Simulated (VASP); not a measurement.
Crystal: NiO.

```
Ni O
1.0
     0.00000    2.05771    2.05771
     2.05771    0.00000    2.05771
     2.05771    2.05771    0.00000
Ni O
1 1
Direct
  0.00000 0.00000 0.00000
  0.50000 0.50000 0.50000
```

Base run:

| Quantity | Value |
| --- | --- |
| Program | VASP 6.6.1 |
| Functional | revPBE |
| Dispersion | D4 |
| Potentials or basis | VASP PAW PBE potentials, release 64 (Ni, O) |
| Cutoff | 520 eV |
| k mesh | 11 × 11 × 11 |
| Occupations | fermi-dirac, width 0.05 eV |
| Spin | collinear spin, ferromagnetic start |
| Starting moments | [1.0, 0.0] μB |

Its results: pressure 10.2 GPa; net moment 1.62 μB per cell; site moments Ni +1.34; O +0.24 μB.

Question: The run is repeated on the same cell with these changes: functional from revPBE to r2SCAN; further incar settings from ALGO = Normal; EDIFF = 1e-06; NBANDS = 19 to ALGO = Normal; EDIFF = 1e-07; NBANDS = 19. What comes out?

Answer: Pressure 11.4 GPa; net moment 2.00 μB per cell; site moments Ni +1.69; O +0.28 μB.

Caveats: the PAW data sets were made with another functional, which shifts forces and pressure a little; a cell with one magnetic atom can't hold antiferromagnetic order, which such compounds often take; pairwise dispersion overbinds metals, which lowers pressure and volume (some runs).
